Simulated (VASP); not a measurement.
# Li2O (Fm-3m) in VASP: single point with PBE

Aim: the single point of Li2O with PBE.

All numbers are computed with VASP 6.6.1; they aren't measurements. Logs are shortened: lines on timing, memory, paths and dates and some standing lists are left out, and cuts for length are marked.

## Step 1: The cell of the first run

Symmetry: Fm-3m, No. 225, cubic system. The conventional cell has a = 4.610 Å, b = 4.610 Å, c = 4.610 Å, α = 90.00°, β = 90.00°, γ = 90.00°. Within 2.6 Å of Li (site symmetry -43m) lie 4 O at 2.00 Å and 6 Li at 2.30 to 2.31 Å. Within 2.6 Å of O (site symmetry m-3m) lie 8 Li at 2.00 Å.

## Step 2: Single point, PBE

INCAR reads:

```
SYSTEM = Li2O
  PREC = Accurate
  ENCUT = 750
  EDIFF = 1E-6
  ISMEAR = -1
  SIGMA = 0.0272
  LREAL = .False.
  LASPH = .True.
  NELM = 120
  ALGO = Normal
  ISIF = 2
  LWAVE = .False.
  LCHARG = .True.
  GGA = PE
  LELF = .True.
  LVHAR = .True.
  NBANDS = 13
  GGA_COMPAT = .False.
```

KPOINTS reads:

```
regular mesh
0
Gamma
  8 8 8
  0 0 0
```

POSCAR reads:

```
Li2O
1.0
    0.0000000000      2.3050000000      2.3050000000
    2.3050000000      0.0000000000      2.3050000000
    2.3050000000      2.3050000000      0.0000000000
Li O
2 1
Direct
    0.2500000000      0.2500000000      0.2500000000
    0.7500000000      0.7500000000      0.7500000000
    0.0000000000      0.0000000000      0.0000000000
```

Potentials or basis: VASP PAW PBE potentials, release 64 (Li_sv, O).

Command:

```sh
> cat potpaw_PBE.64/Li_sv/POTCAR potpaw_PBE.64/O/POTCAR > POTCAR
> mpirun -np 1 vasp_std > vasp.out
```

OUTCAR:

```text
SYSTEM = Li2O
   PREC = Accurate
   ENCUT = 750
   EDIFF = 1E-6
   ISMEAR = -1
   LREAL = .False.
   LASPH = .True.
   NELM = 120
   ISIF = 2
   GGA = PE

 ion  position               nearest neighbor table
   1  0.250  0.250  0.250-   3 2.00   3 2.00   3 2.00   3 2.00   2 2.31   2 2.31   2 2.31   2 2.31
                             2 2.31   2 2.31
   2  0.750  0.750  0.750-   3 2.00   3 2.00   3 2.00   3 2.00   1 2.31   1 2.31   1 2.31   1 2.31
                             1 2.31   1 2.31
   3  0.000  0.000  0.000-   1 2.00   2 2.00   2 2.00   2 2.00   2 2.00   1 2.00   1 2.00   1 2.00

  LATTYP: Found a face centered cubic cell.
 ALAT       =     4.6100000000

  Lattice vectors:

 A1 = (   0.0000000000,   2.3050000000,   2.3050000000)
 A2 = (   2.3050000000,   0.0000000000,   2.3050000000)
 A3 = (   2.3050000000,   2.3050000000,   0.0000000000)

Analysis of symmetry for initial positions (statically):
=====================================================================
 Subroutine PRICEL returns:
 Original cell was already a primitive cell.

 Routine SETGRP: Setting up the symmetry group for a
 face centered cubic supercell.

 Subroutine GETGRP returns: Found 48 space group operations
 (whereof 48 operations were pure point group operations)
 out of a pool of 48 trial point group operations.

The static configuration has the point symmetry O_h .

Analysis of symmetry for dynamics (positions and initial velocities):
=====================================================================
 Subroutine PRICEL returns:
 Original cell was already a primitive cell.

 Routine SETGRP: Setting up the symmetry group for a
 face centered cubic supercell.

 Subroutine GETGRP returns: Found 48 space group operations
 (whereof 48 operations were pure point group operations)
 out of a pool of 48 trial point group operations.

The dynamic configuration has the point symmetry O_h .

 Subroutine INISYM returns: Found 48 space group operations
 (whereof 48 operations are pure point group operations),
 and found     1 'primitive' translations

----------------------------------------------------------------------------------------

                                     Primitive cell

  volume of cell :      24.4930

  direct lattice vectors                    reciprocal lattice vectors
     0.000000000  2.305000000  2.305000000    -0.216919740  0.216919740  0.216919740
     2.305000000  0.000000000  2.305000000     0.216919740 -0.216919740  0.216919740
     2.305000000  2.305000000  0.000000000     0.216919740  0.216919740 -0.216919740

  length of vectors
     3.259762261  3.259762261  3.259762261     0.375716010  0.375716010  0.375716010

  position of ions in fractional coordinates (direct lattice)
     0.250000000  0.250000000  0.250000000
     0.750000000  0.750000000  0.750000000
     0.000000000  0.000000000  0.000000000

  ion indices of the primitive-cell ions
   primitive index   ion index
                 1           1
                 2           2
                 3           3

----------------------------------------------------------------------------------------

 KPOINTS: regular mesh

Automatic generation of k-mesh.
 Grid dimensions read from file:
 generate k-points for:    8    8    8

 Generating k-lattice:

  Cartesian coordinates                     Fractional coordinates (reciprocal lattice)
    -0.027114967  0.027114967  0.027114967     0.125000000  0.000000000  0.000000000
     0.027114967 -0.027114967  0.027114967     0.000000000  0.125000000  0.000000000
     0.027114967  0.027114967 -0.027114967     0.000000000  0.000000000  0.125000000

  Length of vectors
     0.046964501  0.046964501  0.046964501

  Shift w.r.t. Gamma in fractional coordinates (k-lattice)
     0.000000000  0.000000000  0.000000000

 Subroutine IBZKPT returns following result:
 ===========================================

 Found     29 irreducible k-points:

 Following reciprocal coordinates:
            Coordinates               Weight
  0.000000  0.000000  0.000000      1.000000
  0.125000  0.000000  0.000000      8.000000
  0.250000  0.000000  0.000000      8.000000
  0.375000  0.000000  0.000000      8.000000
  0.500000  0.000000  0.000000      4.000000
  0.125000  0.125000  0.000000      6.000000
[... 16 lines left out ...]
  0.500000  0.250000  0.125000     48.000000
 -0.375000  0.250000  0.125000     24.000000
 [... further k-points ...]
   k-points           NKPTS =     29   k-points in BZ     NKDIM =     29   number of bands    NBANDS=     13
   number of dos      NEDOS =    301   number of ions     NIONS =      3
   total plane-waves  NPLWV =  27000
   dimension x,y,z NGX =    30 NGY =   30 NGZ =   30
   dimension x,y,z NGXF=    60 NGYF=   60 NGZF=   60
   ions per type =               2   1
   NGX,Y,Z   is equivalent  to a cutoff of  15.30, 15.30, 15.30 a.u.
   NGXF,Y,Z  is equivalent  to a cutoff of  30.60, 30.60, 30.60 a.u.
 SYSTEM =  Li2O
   PREC   = accura    normal or accurate (medium, high low for compatibility)
   ISTART =      0    job   : 0-new  1-cont  2-samecut
   ICHARG =      2    charge: 1-file 2-atom 10-const
   ISPIN  =      1    spin polarized calculation?
   LNONCOLLINEAR =      F non collinear calculations
   LSORBIT =      F    spin-orbit coupling
   LASPH  =      T    aspherical Exc in radial PAW
   ENCUT  =  750.0 eV  55.12 Ry    7.42 a.u.   7.28  7.28  7.28*2*pi/ulx,y,z
   NELM   =    120;   NELMIN=  2; NELMDL= -5     # of ELM steps
   EDIFF  = 0.1E-05   stopping-criterion for ELM
   LREAL  =      F    real-space projection
   EDIFFG = 0.1E-04   stopping-criterion for IOM
   NSW    =      0    number of steps for IOM
   IBRION =     -1    ionic relax: 0-MD 1-quasi-New 2-CG
   NFREE  =      0    steps in history (QN), initial steepest desc. (CG)
   ISIF   =      2    stress and relaxation
   ISYM   =      2    0-nonsym 1-usesym 2-fastsym
   POTIM  = 0.5000    time-step for ionic-motion
   TEBEG  =    0.0;   TEEND  =   0.0 temperature during run
   PSTRESS=    0.0 pullay stress
   NELECT =      12.0000    total number of electrons
   NUPDOWN=      -1.0000    fix difference up-down
   EMIN   =  10.00;   EMAX   =-10.00  energy-range for DOS
   EFERMI =   0.00;   METHOD = LEGACY
   ISMEAR =    -1;   SIGMA  =   0.03  broadening in eV -4-tet -1-fermi 0-gaus
   EFERMI_NEDOS =   21; number of points for ismear=-14 and -15
   IALGO  =     38    algorithm
   IMIX   =      4    mixing-type and parameters
     AMIX     =   0.40;   BMIX     =  1.00
     AMIX_MAG =   1.60;   BMIX_MAG =  1.00
  volume/ion in A,a.u.               =       8.16        55.10
  Fermi-wavevector in a.u.,A,eV,Ry     =   1.290588  2.438858 22.662103  1.665618
  Thomas-Fermi vector in A             =   2.422410
   LORBIT       =      0    0 simple, 1 ext, 2 COOP (PROOUT), +10 PAW based schemes
   GGA     = PE    functional components
   LHFCALC =     F    Hartree Fock is set to
   AEXX    =    0.0000 exact exchange contribution
   IVDW    =     0    specifies the selected vdW correction
   LEPSILON=     F    determine dielectric tensor
   LRPA    =     F    only Hartree local field effects (RPA)
 non-spin polarized calculation
  energy-cutoff  :      750.00
  volume of cell :       24.49
 maximum number of plane-waves:      1158
 NGX is ok and might be reduce to    30
   NGX = 15   NGY = 15   NGZ = 15

 number of electron      12.0000001 magnetization

 Free energy of the ion-electron system (eV)
  ---------------------------------------------------
  ext. energy  EPLUGINS =         0.00000000
  ---------------------------------------------------
  free energy    TOTEN  =       -14.35543063 eV

  energy without entropy =      -14.35543063  energy(sigma->0) =      -14.35543063

 E-fermi :   2.0579     XC(G=0):  -9.7784

 val. band max:        1.3663148082   @ k =   0.0000   0.0000   0.0000
 cond. band min:       6.3572723322   @ k =   0.5000   0.5000   0.0000
 fundamental gap:      4.9909575240
 Fermi energy:         2.0579077775

 k-point     1 :       0.0000    0.0000    0.0000
  band No.  band energies     occupation
      1     -41.6046      2.00000
      2     -41.2684      2.00000
      3     -14.0925      2.00000
      4       1.3663      2.00000
      5       1.3663      2.00000
      6       1.3663      2.00000
      7       6.6782      0.00000
      8      13.3400      0.00000
      9      13.3400      0.00000
     10      13.3400      0.00000
     11      20.4331      0.00000
     12      20.4331      0.00000
     13      20.4331      0.00000

 k-point     2 :       0.1250    0.0000    0.0000
  band No.  band energies     occupation
      1     -41.5897      2.00000
      2     -41.2794      2.00000
      3     -14.0620      2.00000
      4       0.8525      2.00000
      5       1.2938      2.00000
      6       1.2938      2.00000
      7       7.0968      0.00000
      8      13.3608      0.00000
      9      13.5566      0.00000
     10      13.5566      0.00000
     11      19.0754      0.00000
     12      19.0754      0.00000
     13      20.9492      0.00000

 k-point     3 :       0.2500    0.0000    0.0000
  band No.  band energies     occupation
      1     -41.5484      2.00000
      2     -41.3113      2.00000
      3     -13.9847      2.00000
      4      -0.1942      2.00000
      5       1.1291      2.00000
      6       1.1291      2.00000
      7       8.0963      0.00000
      8      13.1404      0.00000
      9      13.8158      0.00000
     10      13.8158      0.00000
     11      18.2198      0.00000
     12      18.2198      0.00000
     13      22.2302      0.00000

 k-point     4 :       0.3750    0.0000    0.0000
  band No.  band energies     occupation
      1     -41.4892      2.00000
      2     -41.3611      2.00000
      3     -13.9014      2.00000
      4      -1.0817      2.00000
      5       0.9773      2.00000
      6       0.9773      2.00000
      7       9.4104      0.00000
      8      12.3145      0.00000
      9      13.6306      0.00000
     10      13.6306      0.00000
     11      18.7359      0.00000
     12      18.7359      0.00000
     13      23.6183      0.00000

 k-point     5 :       0.5000    0.0000    0.0000
  band No.  band energies     occupation
      1     -41.4238      2.00000
      2     -41.4226      2.00000
      3     -13.8650      2.00000
      4      -1.4193      2.00000
      5       0.9178      2.00000
      6       0.9178      2.00000
      7      10.6187      0.00000
      8      11.2389      0.00000
      9      13.4648      0.00000
     10      13.4648      0.00000
     11      19.2772      0.00000
     12      19.2772      0.00000
     13      24.2679      0.00000
[... 257 lines left out ...]
 k-point    22 :       0.3750    0.2500    0.1250
  band No.  band energies     occupation
      1     -41.5213      2.00000
      2     -41.3310      2.00000
      3     -13.9302      2.00000
      4      -0.2973      2.00000
      5       0.5066      2.00000
      6       0.9392      2.00000
      7       8.1667      0.00000
      8      12.9129      0.00000
      9      14.1923      0.00000
     10      15.4268      0.00000
     11      15.5147      0.00000
     12      21.3873      0.00000
     13      23.7490      0.00000

 k-point    23 :       0.5000    0.2500    0.1250
  band No.  band energies     occupation
      1     -41.4736      2.00000
      2     -41.3709      2.00000
      3     -13.8642      2.00000
      4      -0.8592      2.00000
      5       0.3313      2.00000
      6       0.7202      2.00000
      7       8.8718      0.00000
      8      12.1417      0.00000
      9      14.4993      0.00000
     10      14.9555      0.00000
     11      17.2002      0.00000
     12      20.7374      0.00000
     13      23.9264      0.00000

 k-point    24 :      -0.3750    0.2500    0.1250
  band No.  band energies     occupation
      1     -41.4210      2.00000
      2     -41.4204      2.00000
      3     -13.8355      2.00000
      4      -1.1051      2.00000
      5       0.3564      2.00000
      6       0.5541      2.00000
      7       9.3488      0.00000
      8      11.6740      0.00000
      9      14.4767      0.00000
     10      14.8360      0.00000
     11      18.9686      0.00000
     12      19.3344      0.00000
     13      24.4581      0.00000

 [... further k-points ...]

------------------------ aborting loop because EDIFF is reached ----------------------------------------

  FORCE on cell =-STRESS in cart. coord.  units (eV):
  Direction    XX          YY          ZZ          XY          YZ          ZX
  --------------------------------------------------------------------------------------
  -------------------------------------------------------------------------------------
  Total        0.0799212      0.0799212      0.0799212     -0.0000000      0.0000000     -0.0000000
  in kB        5.2279288      5.2279288      5.2279288     -0.0000000      0.0000000     -0.0000000
  external PRESSURE =       5.2279288 kB  Pullay stress =       0.0000000 kB

 VOLUME and BASIS-vectors are now :
 -----------------------------------------------------------------------------
  energy-cutoff  :      750.00
  volume of cell :       24.49
      direct lattice vectors                 reciprocal lattice vectors
     0.000000000  2.305000000  2.305000000    -0.216919740  0.216919740  0.216919740
     2.305000000  0.000000000  2.305000000     0.216919740 -0.216919740  0.216919740
     2.305000000  2.305000000  0.000000000     0.216919740  0.216919740 -0.216919740

 POSITION                                       TOTAL-FORCE (eV/Angst)
 -----------------------------------------------------------------------------------
      1.15250      1.15250      1.15250         0.000000      0.000000     -0.000000
      3.45750      3.45750      3.45750        -0.000000     -0.000000      0.000000
      0.00000      0.00000      0.00000         0.000000      0.000000      0.000000
 -----------------------------------------------------------------------------------
    total drift:                                0.000000     -0.000000      0.000000

  FREE ENERGIE OF THE ION-ELECTRON SYSTEM (eV)
  ---------------------------------------------------
  free  energy   TOTEN  =       -14.3554306295 eV

  energy  without entropy=      -14.3554306295  energy(sigma->0) =      -14.35543063
```

Wall time 19 s (1 thread of Intel Xeon Platinum 8488C (Sapphire Rapids), shared host); peak memory 0.16 GiB.

Results:

```
Free energy            : -14.3554 eV
Pressure               : 0.5 GPa
Band gap on the k mesh : 4.99 eV, indirect (least direct gap 5.31 eV)
```
